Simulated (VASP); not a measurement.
## Al: single point with PBE+D3(BJ)

Al:

```
Al
1.0
     2.81442    0.00000    0.00000
    -1.40721    2.43736    0.00000
     0.00000    0.00000    9.24105
Al
4
Cartesian
  -0.3035 -0.3035 0.0000
  0.0000 1.6249 2.3103
  0.3035 0.3035 4.6205
  1.4072 0.8125 6.9308
```

This cell differs from its parent crystal: atoms displaced along a vibrational mode.

```
Program                : VASP 6.6.1
Task                   : single point
Functional             : PBE
Dispersion             : D3(BJ)
Potentials or basis    : VASP PAW PBE potentials, release 64 (Al)
Cutoff                 : 520 eV
k mesh                 : 18 × 18 × 4
Occupations            : gaussian, width 0.15 eV
Spin                   : no spin polarisation
Dipole correction      : no
Further INCAR settings : ALGO = Fast; EDIFF = 1e-07; NBANDS = 14
```

The pressure is 1.6 GPa. The largest force is 0.386 eV/Å. The band gap on the k mesh is zero (bands 6 and 7 overlap by 5.55 eV) and the dispersion energy per atom is -0.351 eV.

Forces on the atoms (eV/Å):
```
Al   0.264  0.265 -0.098
Al  -0.240  0.005  0.098
Al  -0.264 -0.265 -0.098
Al   0.240 -0.005  0.098
```

Stress tensor (GPa, compression positive):
```
 0.29 -0.12  0.00
-0.12  0.24  0.00
 0.00  0.00  4.20
```

Levels at points of the mesh, in eV from the Fermi level:
| k point | band 2 | band 3 | band 4 | band 5 | band 6 | band 7 | band 8 | band 9 | band 10 | band 11 |
| --- | --- | --- | --- | --- | --- | --- | --- | --- | --- | --- |
| (0.00, 0.00, 0.00) | -9.66 | -9.66 | -4.77 | -4.46 | 3.40 | 3.42 | 11.14 | 11.17 | 11.42 | 11.48 |
| (0.50, 0.00, 0.00) | -5.30 | -3.88 | -3.87 | -3.44 | -3.43 | 1.00 | 1.13 | 1.53 | 1.59 | 5.89 |
| (0.00, 0.50, 0.00) | -5.28 | -3.92 | -3.91 | -3.39 | -3.37 | 0.98 | 1.12 | 1.50 | 1.63 | 5.91 |
| (0.50, 0.50, 0.00) | -5.27 | -3.98 | -3.94 | -3.34 | -3.28 | 0.81 | 1.25 | 1.40 | 1.73 | 5.91 |
| (0.00, 0.00, 0.50) | -10.95 | -7.54 | -7.54 | -0.94 | -0.94 | 8.26 | 8.26 | 11.49 | 11.49 | 11.55 |
| (0.50, 0.00, 0.50) | -4.91 | -4.87 | -4.87 | -2.05 | -2.05 | -1.03 | -1.03 | 4.50 | 4.50 | 4.88 |
| (0.00, 0.50, 0.50) | -4.92 | -4.87 | -4.87 | -2.00 | -2.00 | -1.08 | -1.08 | 4.50 | 4.50 | 4.83 |
| (0.50, 0.50, 0.50) | -4.93 | -4.87 | -4.87 | -1.90 | -1.90 | -1.16 | -1.16 | 4.51 | 4.51 | 4.79 |

Run time: 6.5 min on 1 thread of Intel(R) Xeon(R) Platinum 8259CL CPU @ 2.50GHz (Skylake/Cascade Lake), with other jobs on the host, peak memory 0.44 GiB.

Caveat: the cell differs from its parent crystal (atoms displaced along a vibrational mode).
